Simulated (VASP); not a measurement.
Set up this calculation in VASP 6.6.1, as the native input.

| Property | Result |
| --- | --- |
| Task | single point |
| Functional | PBEsol |
| Potentials or basis | VASP PAW PBE potentials, release 64 (Pb_d, O) |
| Cutoff | 520 eV |
| k mesh | 12 × 12 × 12 |
| Occupations | fermi-dirac, width 0.05 eV |
| Spin | no spin polarisation |
| Dipole correction | no |
| Further INCAR settings | ALGO = Normal; EDIFF = 1e-06; NBANDS = 20 |

The structure of PbO2 lies in POSCAR:

```
PbO2
1.0
    0.0000000000      2.2137995186      2.2137995186
    2.2137995186      0.0000000000      2.2137995186
    2.2137995186      2.2137995186      0.0000000000
Pb O
1 2
Direct
    0.0000000000      0.0000000000      0.0000000000
    0.2500000000      0.2500000000      0.2500000000
    0.7500000000      0.7500000000      0.7500000000
```

This cell differs from its parent crystal: volume scaled by 0.55.

These files were run (other wordings do the same):

INCAR

```
SYSTEM = PbO2
ALGO = Normal
EDIFF = 1E-6
ENCUT = 520
GGA = PS
ISIF = 2
ISMEAR = -1
LASPH = .TRUE.
LCHARG = .TRUE.
LELF = .TRUE.
LREAL = .FALSE.
LVHAR = .TRUE.
LWAVE = .FALSE.
NBANDS = 20
NELM = 80
PREC = Accurate
SIGMA = 0.05
```

KPOINTS

```
k-points
0
G
  12 12 12
  0 0 0
```

Potentials or basis: VASP PAW PBE potentials, release 64 (Pb_d, O).

The run is started by

```bash
$ cat potpaw_PBE.64/Pb_d/POTCAR potpaw_PBE.64/O/POTCAR > POTCAR
$ mpirun -np 1 vasp_std > vasp.out
```

It gave:

```json
{
 "Pressure": "330.4 GPa",
 "Band gap on the k mesh": "3.31 eV, indirect (least direct gap 4.75 eV)"
}
```

Caveat: the PAW data sets were made with another functional, which shifts forces and pressure a little; spin-orbit coupling is left out, which moves the levels of the heavy elements.

Wall time 34 s on 1 thread of AMD EPYC 7R13 Processor (Zen 3), with other jobs on the host, peak memory 0.13 GiB.
